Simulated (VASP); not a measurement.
Input of a VASP 6.6.1 run:

The input INCAR:

```
  GGA = CA
  ISMEAR = 0
  SIGMA = 0.03
  LWAVE = F
  LCHARG = F
  ISIF = 2
  PREC = Accurate
  LASPH = T
  LREAL = F
  ALGO = Normal
  EDIFF = 1E-8
  NELM = 120
  GGA_COMPAT = F
  ENCUT = 640
  EFERMI = MIDGAP
  KPAR = 2
  NBANDS = 50
```

Contents of KPOINTS:

```
Automatic mesh
0
Gamma
  10 10 10
  0 0 0
```

Contents of POSCAR:

```
Bi2Se3
1.0
    2.0715000000      1.1959810826      9.6407866666
   -2.0715000000      1.1959810826      9.6407866666
    0.0000000000     -2.3919621653      9.6407866666
Bi Se
2 3
Direct
    0.5992000000      0.5992000000      0.5992000000
    0.4008000000      0.4008000000      0.4008000000
    0.7883000000      0.7883000000      0.7883000000
    0.2117000000      0.2117000000      0.2117000000
    0.0013968400      0.0013968400      0.0013968400
```

Potentials or basis: VASP PAW LDA potentials, release 64 (Bi_d, Se).

Run with:

```bash
$ cat potpaw_LDA.64/Bi_d/POTCAR potpaw_LDA.64/Se/POTCAR > POTCAR
$ mpirun -np 2 vasp_std > vasp.out
```

(1) Estimate the band gap on the k mesh.

(2) Predict the largest force.

(3) What does it give for the pressure?

Answers

(1) 0.13 eV.

(2) 0.186 eV/Å.

(3) -2.2 GPa.

Caveat: the cell differs from its parent crystal (last atom moved by 0.04 Å along z, cell strained by +1.0% along z); spin-orbit coupling is left out, which moves the levels of the heavy elements.
